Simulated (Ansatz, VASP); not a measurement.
## Si: VASP beside Ansatz

```xyz
8
Lattice="-3.4234 3.4234 3.2621 3.4234 -3.4234 3.2621 3.4234 3.4234 -3.2621" Properties=species:S:1:pos:R:3 pbc="T T T"
Si    0.7011    0.7011    0.6681
Si   -0.7011    2.7223    0.6681
Si    0.7011   -0.7011    2.5941
Si    2.7223    0.7011   -0.6681
Si    2.7223    2.7223    2.5941
Si    0.7011    4.1244   -0.6681
Si   -0.7011    0.7011    3.9302
Si    4.1244   -0.7011    0.6681
```

Alike in both runs: task single point; functional PBEsol; k mesh 10 × 10 × 10; occupations gaussian, width 0.15 eV; no spin polarisation.

|  | VASP | Ansatz |
| --- | --- | --- |
| version | VASP 6.6.1 | Ansatz 0.2.0 |
| potentials or method | VASP PAW PBE potentials, release 64 (Si), cutoff 520 eV | scalar-relativistic, plane waves, PAW |
| valence electrons in the cell | 32 | 32 |

```csv
,VASP,Ansatz,Ansatz less VASP
gap on the k mesh at the Fermi level (eV),none,none,-
pressure (GPa),-5.3,-5.4,-0.11
"traceless stress, the component that is largest in VASP (GPa)",4.16,4.15,-0.007
rms of the force components (eV/Å),0.193,0.196,+0.0027
```

VASP's potentials were made for PBE, not for PBEsol, and Ansatz warns of the same on its side. Atom by atom the forces differ by 0.006 eV/Å (rms over components). A gap of «none» marks a metal or a gap that the smearing closes. The functional is the same, so the differences come from potentials, cutoffs and numerics.
